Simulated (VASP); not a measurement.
# Ni3Pt (Pm-3m) in VASP: single point with LDA

Aim: the single point of Ni3Pt with LDA.

Everything below comes from runs of VASP 6.6.1. Logs are shortened: lines on timing, memory, paths and dates and some standing lists are left out, and cuts for length are marked.

### Step 1. The cell of the first run

It takes space group Pm-3m (No. 221, cubic). Conventional cell: a = 3.625 Å, b = 3.625 Å, c = 3.625 Å, α = 90.00°, β = 90.00°, γ = 90.00°. Ni (site symmetry 4/mmm) has 8 Ni at 2.56 Å and 4 Pt at 2.56 Å within 3.4 Å. Pt (site symmetry m-3m) has 12 Ni at 2.56 Å within 3.4 Å.

### Step 2. Single point, LDA, collinear spin, ferromagnetic start

INCAR

```
PREC = Accurate
ENCUT = 520
EDIFF = 1E-6
ISMEAR = -1
SIGMA = 0.05
LREAL = False
LASPH = True
NELM = 150
ALGO = Normal
ISIF = 2
LWAVE = False
LCHARG = True
ISPIN = 2
MAGMOM = 2 2 2 0
LORBIT = 11
LMAXMIX = 4
LELF = True
LVHAR = True
NBANDS = 32
```

KPOINTS

```
Automatic mesh
0
Gamma
  6 6 6
```

POSCAR

```
Ni3Pt
1.0
    3.6245667900      0.0000000000      0.0000000000
    0.0000000000      3.6245667900      0.0000000000
    0.0000000000      0.0000000000      3.6245667900
Ni Pt
3 1
Direct
    0.4999999986      0.0000000000      0.4999999986
    0.0000000000      0.4999999986      0.4999999986
    0.4999999986      0.4999999986      0.0000000000
    0.0000000000      0.0000000000      0.0000000000
```

Potentials or basis: VASP PAW LDA potentials, release 64 (Ni, Pt).

Started as:

```sh
$ cat potpaw_LDA.64/Ni/POTCAR potpaw_LDA.64/Pt/POTCAR > POTCAR
$ mpirun -np 1 vasp_std > vasp.out
```

OUTCAR:

```text
PREC = Accurate
   ENCUT = 520
   EDIFF = 1E-6
   ISMEAR = -1
   LREAL = False
   LASPH = True
   NELM = 150
   ISIF = 2
   ISPIN = 2
   LORBIT = 11

 ion  position               nearest neighbor table
   1  0.500  0.000  0.500-   2 2.56   3 2.56   4 2.56   4 2.56   2 2.56   4 2.56   3 2.56   2 2.56
                             3 2.56   3 2.56   2 2.56   4 2.56
   2  0.000  0.500  0.500-   1 2.56   3 2.56   4 2.56   4 2.56   1 2.56   4 2.56   3 2.56   1 2.56
                             3 2.56   3 2.56   4 2.56   1 2.56
   3  0.500  0.500  0.000-   1 2.56   2 2.56   4 2.56   4 2.56   2 2.56   4 2.56   1 2.56   1 2.56
                             2 2.56   1 2.56   4 2.56   2 2.56
   4  0.000  0.000  0.000-   1 2.56   2 2.56   3 2.56   1 2.56   2 2.56   2 2.56   3 2.56   1 2.56
                             3 2.56   2 2.56   1 2.56   3 2.56

  LATTYP: Found a simple cubic cell.
 ALAT       =     3.6245667900

  Lattice vectors:

 A1 = (   3.6245667900,   0.0000000000,   0.0000000000)
 A2 = (   0.0000000000,   3.6245667900,   0.0000000000)
 A3 = (   0.0000000000,   0.0000000000,   3.6245667900)

Analysis of symmetry for initial positions (statically):
=====================================================================
 Subroutine PRICEL returns:
 Original cell was already a primitive cell.

 Routine SETGRP: Setting up the symmetry group for a
 simple cubic supercell.

 Subroutine GETGRP returns: Found 48 space group operations
 (whereof 48 operations were pure point group operations)
 out of a pool of 48 trial point group operations.

The static configuration has the point symmetry O_h .

Analysis of symmetry for dynamics (positions and initial velocities):
=====================================================================
 Subroutine PRICEL returns:
 Original cell was already a primitive cell.

 Routine SETGRP: Setting up the symmetry group for a
 simple cubic supercell.

 Subroutine GETGRP returns: Found 48 space group operations
 (whereof 48 operations were pure point group operations)
 out of a pool of 48 trial point group operations.

The dynamic configuration has the point symmetry O_h .

Analysis of structural, dynamic, and magnetic symmetry:
=====================================================================
 Subroutine PRICEL returns:
 Original cell was already a primitive cell.

 Routine SETGRP: Setting up the symmetry group for a
 simple cubic supercell.

 Subroutine GETGRP returns: Found 48 space group operations
 (whereof 48 operations were pure point group operations)
 out of a pool of 48 trial point group operations.

The overall configuration has the point symmetry O_h .

 Subroutine INISYM returns: Found 48 space group operations
 (whereof 48 operations are pure point group operations),
 and found     1 'primitive' translations

----------------------------------------------------------------------------------------

                                     Primitive cell

  volume of cell :      47.6177

  direct lattice vectors                    reciprocal lattice vectors
     3.624566790  0.000000000  0.000000000     0.275895040  0.000000000  0.000000000
     0.000000000  3.624566790  0.000000000     0.000000000  0.275895040  0.000000000
     0.000000000  0.000000000  3.624566790     0.000000000  0.000000000  0.275895040

  length of vectors
     3.624566790  3.624566790  3.624566790     0.275895040  0.275895040  0.275895040

  position of ions in fractional coordinates (direct lattice)
     0.499999999  0.000000000  0.499999999
     0.000000000  0.499999999  0.499999999
     0.499999999  0.499999999  0.000000000
     0.000000000  0.000000000  0.000000000

  ion indices of the primitive-cell ions
   primitive index   ion index
                 1           1
                 2           2
                 3           3
                 4           4

----------------------------------------------------------------------------------------

 KPOINTS: Automatic mesh

Automatic generation of k-mesh.
 Grid dimensions read from file:
 generate k-points for:    6    6    6

 Generating k-lattice:

  Cartesian coordinates                     Fractional coordinates (reciprocal lattice)
     0.045982507  0.000000000  0.000000000     0.166666667  0.000000000  0.000000000
     0.000000000  0.045982507  0.000000000     0.000000000  0.166666667  0.000000000
     0.000000000  0.000000000  0.045982507     0.000000000  0.000000000  0.166666667

  Length of vectors
     0.045982507  0.045982507  0.045982507

  Shift w.r.t. Gamma in fractional coordinates (k-lattice)
     0.000000000  0.000000000  0.000000000

 Subroutine IBZKPT returns following result:
 ===========================================

 Found     20 irreducible k-points:

 Following reciprocal coordinates:
            Coordinates               Weight
  0.000000  0.000000  0.000000      1.000000
  0.166667  0.000000  0.000000      6.000000
  0.333333  0.000000  0.000000      6.000000
  0.500000  0.000000  0.000000      3.000000
  0.166667  0.166667  0.000000     12.000000
  0.333333  0.166667  0.000000     24.000000
[... 12 lines left out ...]
  0.500000  0.500000  0.333333      6.000000
  0.500000  0.500000  0.500000      1.000000
   k-points           NKPTS =     20   k-points in BZ     NKDIM =     20   number of bands    NBANDS=     32
   number of dos      NEDOS =    301   number of ions     NIONS =      4
   total plane-waves  NPLWV =  21952
   dimension x,y,z NGX =    28 NGY =   28 NGZ =   28
   dimension x,y,z NGXF=    56 NGYF=   56 NGZF=   56
   ions per type =               3   1
   NGX,Y,Z   is equivalent  to a cutoff of  12.84, 12.84, 12.84 a.u.
   NGXF,Y,Z  is equivalent  to a cutoff of  25.69, 25.69, 25.69 a.u.
 SYSTEM =  unknown system
   PREC   = accura    normal or accurate (medium, high low for compatibility)
   ISTART =      0    job   : 0-new  1-cont  2-samecut
   ICHARG =      2    charge: 1-file 2-atom 10-const
   ISPIN  =      2    spin polarized calculation?
   LNONCOLLINEAR =      F non collinear calculations
   LSORBIT =      F    spin-orbit coupling
   LASPH  =      T    aspherical Exc in radial PAW
   ENCUT  =  520.0 eV  38.22 Ry    6.18 a.u.   6.74  6.74  6.74*2*pi/ulx,y,z
   NELM   =    150;   NELMIN=  2; NELMDL= -5     # of ELM steps
   EDIFF  = 0.1E-05   stopping-criterion for ELM
   LREAL  =      F    real-space projection
   EDIFFG = 0.1E-04   stopping-criterion for IOM
   NSW    =      0    number of steps for IOM
   IBRION =     -1    ionic relax: 0-MD 1-quasi-New 2-CG
   NFREE  =      0    steps in history (QN), initial steepest desc. (CG)
   ISIF   =      2    stress and relaxation
   ISYM   =      2    0-nonsym 1-usesym 2-fastsym
   POTIM  = 0.5000    time-step for ionic-motion
   TEBEG  =    0.0;   TEEND  =   0.0 temperature during run
   PSTRESS=    0.0 pullay stress
   NELECT =      40.0000    total number of electrons
   NUPDOWN=      -1.0000    fix difference up-down
   EMIN   =  10.00;   EMAX   =-10.00  energy-range for DOS
   EFERMI =   0.00;   METHOD = LEGACY
   ISMEAR =    -1;   SIGMA  =   0.05  broadening in eV -4-tet -1-fermi 0-gaus
   EFERMI_NEDOS =   21; number of points for ismear=-14 and -15
   IALGO  =     38    algorithm
   IMIX   =      4    mixing-type and parameters
     AMIX     =   0.40;   BMIX     =  1.00
     AMIX_MAG =   1.60;   BMIX_MAG =  1.00
  volume/ion in A,a.u.               =      11.90        80.34
  Fermi-wavevector in a.u.,A,eV,Ry     =   1.544681  2.919023 32.464024  2.386038
  Thomas-Fermi vector in A             =   2.650167
   LORBIT       =     11    0 simple, 1 ext, 2 COOP (PROOUT), +10 PAW based schemes
   GGA     = CA    functional components
   LHFCALC =     F    Hartree Fock is set to
   AEXX    =    0.0000 exact exchange contribution
   IVDW    =     0    specifies the selected vdW correction
   LEPSILON=     F    determine dielectric tensor
   LRPA    =     F    only Hartree local field effects (RPA)
 spin polarized calculation
  energy-cutoff  :      520.00
  volume of cell :       47.62
 maximum number of plane-waves:      1328
 NGX is ok and might be reduce to    28
   NGX = 13   NGY = 13   NGZ = 13

 number of electron      40.0000059 magnetization       1.9616268

 Free energy of the ion-electron system (eV)
  ---------------------------------------------------
  ext. energy  EPLUGINS =         0.00000000
  ---------------------------------------------------
  free energy    TOTEN  =       -27.40516048 eV

  energy without entropy =      -27.34303396  energy(sigma->0) =      -27.37409722

 E-fermi :   9.7218     XC(G=0): -13.6398

 val. band max:        9.7105256262   @ k =   0.5000   0.5000   0.5000
 cond. band min:       9.7267530763   @ k =   0.3333   0.1667   0.1667
 fundamental gap:      0.0162274501
 Fermi energy:         9.7218067821

 spin component 1

 k-point     1 :       0.0000    0.0000    0.0000
  band No.  band energies     occupation
      1       0.2888      1.00000
      2       3.7656      1.00000
      3       3.7656      1.00000
      4       4.7133      1.00000
      5       4.7133      1.00000
      6       4.7133      1.00000
[... 24 lines left out ...]
     31      24.7059      0.00000
     32      24.7059      0.00000

 k-point     2 :       0.1667    0.0000    0.0000
  band No.  band energies     occupation
      1       0.6546      1.00000
      2       3.9332      1.00000
      3       3.9579      1.00000
      4       4.8161      1.00000
      5       4.8519      1.00000
      6       4.8519      1.00000
[... 24 lines left out ...]
     31      23.3648      0.00000
     32      24.3702      0.00000
[... 593 lines left out ...]
     31      28.5972      0.00000
     32      29.1763      0.00000

 k-point    20 :       0.5000    0.5000    0.5000
  band No.  band energies     occupation
      1       3.7790      1.00000
      2       3.7790      1.00000
      3       3.7790      1.00000
      4       4.6152      1.00000
      5       6.4628      1.00000
      6       6.4628      1.00000
[... 24 lines left out ...]
     31      28.9179      0.00000
     32      29.7151      0.00000
 Fermi energy:         9.7218067821

 spin component 2

 k-point     1 :       0.0000    0.0000    0.0000
  band No.  band energies     occupation
      1       0.3359      1.00000
      2       3.9428      1.00000
      3       3.9428      1.00000
      4       5.0152      1.00000
      5       5.0152      1.00000
      6       5.0152      1.00000
[... 24 lines left out ...]
     31      24.7626      0.00000
     32      24.7626      0.00000

 k-point     2 :       0.1667    0.0000    0.0000
  band No.  band energies     occupation
      1       0.7020      1.00000
      2       4.1091      1.00000
      3       4.1321      1.00000
      4       5.1180      1.00000
      5       5.1440      1.00000
      6       5.1440      1.00000
[... 24 lines left out ...]
     31      23.4505      0.00000
     32      24.4525      0.00000
[... 593 lines left out ...]
     31      28.6656      0.00000
     32      29.2024      0.00000

 k-point    20 :       0.5000    0.5000    0.5000
  band No.  band energies     occupation
      1       3.9690      1.00000
      2       3.9690      1.00000
      3       3.9690      1.00000
      4       4.9500      1.00000
      5       6.7511      1.00000
      6       6.7511      1.00000
[... 24 lines left out ...]
     31      28.9295      0.00000
     32      29.7081      0.00000

------------------------ aborting loop because EDIFF is reached ----------------------------------------

  FORCE on cell =-STRESS in cart. coord.  units (eV):
  Direction    XX          YY          ZZ          XY          YZ          ZX
  --------------------------------------------------------------------------------------
  -------------------------------------------------------------------------------------
  Total       -3.4907196     -3.4907196     -3.4907196      0.0000000      0.0000000     -0.0000000
  in kB     -117.4511363   -117.4511363   -117.4511363      0.0000000      0.0000000     -0.0000000
  external PRESSURE =    -117.4511363 kB  Pullay stress =       0.0000000 kB

 VOLUME and BASIS-vectors are now :
 -----------------------------------------------------------------------------
  energy-cutoff  :      520.00
  volume of cell :       47.62
      direct lattice vectors                 reciprocal lattice vectors
     3.624566790  0.000000000  0.000000000     0.275895040  0.000000000  0.000000000
     0.000000000  3.624566790  0.000000000     0.000000000  0.275895040  0.000000000
     0.000000000  0.000000000  3.624566790     0.000000000  0.000000000  0.275895040

 POSITION                                       TOTAL-FORCE (eV/Angst)
 -----------------------------------------------------------------------------------
      1.81228      0.00000      1.81228         0.000000      0.000000      0.000000
      0.00000      1.81228      1.81228         0.000000      0.000000      0.000000
      1.81228      1.81228      0.00000         0.000000      0.000000      0.000000
      0.00000      0.00000      0.00000         0.000000      0.000000      0.000000
 -----------------------------------------------------------------------------------
    total drift:                                0.000000      0.000000      0.000000

  FREE ENERGIE OF THE ION-ELECTRON SYSTEM (eV)
  ---------------------------------------------------
  free  energy   TOTEN  =       -27.4051604770 eV

  energy  without entropy=      -27.3430339618  energy(sigma->0) =      -27.37409722

 total charge

# of ion       s       p       d       tot
------------------------------------------
    1        0.471   0.490   8.336   9.297
    2        0.471   0.490   8.336   9.297
    3        0.471   0.490   8.336   9.297
    4        0.745   0.665   8.058   9.467
--------------------------------------------------
tot          2.157   2.134  33.067  37.358

 magnetization (x)

# of ion       s       p       d       tot
------------------------------------------
    1       -0.004  -0.010   0.576   0.562
    2       -0.004  -0.010   0.576   0.562
    3       -0.004  -0.010   0.576   0.562
    4       -0.005  -0.019   0.307   0.283
--------------------------------------------------
tot         -0.017  -0.049   2.035   1.969
```

It took 25 s on 1 thread of Intel Xeon 6975P-C (Granite Rapids), shared host; peak memory 0.18 GiB.

What came out:

```
Free energy                                           : -27.4052 eV
Pressure                                              : -11.7 GPa
Band gap on the k mesh                                : zero (filled and empty bands overlap)
Net moment                                            : 1.96 μB per cell
Site moments                                          : Ni +0.56; Pt +0.28 μB
Valence electrons inside the program's atomic spheres : Ni 9.30; Pt 9.47
```

Levels at points of the mesh, in eV from the Fermi level:
Spin up:
```tsv
k point	band 18	band 19	band 20	band 21	band 22	band 23	band 24	band 25
(0.00, 0.00, 0.00)	-0.18	0.20	0.20	0.20	2.25	2.25	2.25	8.35
(0.50, 0.00, 0.00)	-1.28	-0.91	-0.66	-0.43	0.17	7.47	7.47	8.49
(0.50, 0.50, 0.00)	-1.26	-1.21	-1.21	0.82	0.82	1.28	2.29	10.34
(0.50, 0.50, 0.50)	-0.25	-0.25	-0.25	-0.25	-0.21	-0.21	-0.21	4.59
```
Spin down:
```tsv
k point	band 17	band 18	band 19	band 20	band 21	band 22
(0.00, 0.00, 0.00)	0.27	0.27	0.70	0.70	0.70	2.30
(0.50, 0.00, 0.00)	-0.86	-0.82	-0.37	-0.24	0.18	0.68
(0.50, 0.50, 0.00)	-0.84	-0.72	-0.72	-0.68	1.28	1.28
(0.50, 0.50, 0.50)	-0.01	-0.01	-0.01	0.26	0.26	0.29
```

Caveat: spin-orbit coupling is left out, which moves the levels of the heavy elements.
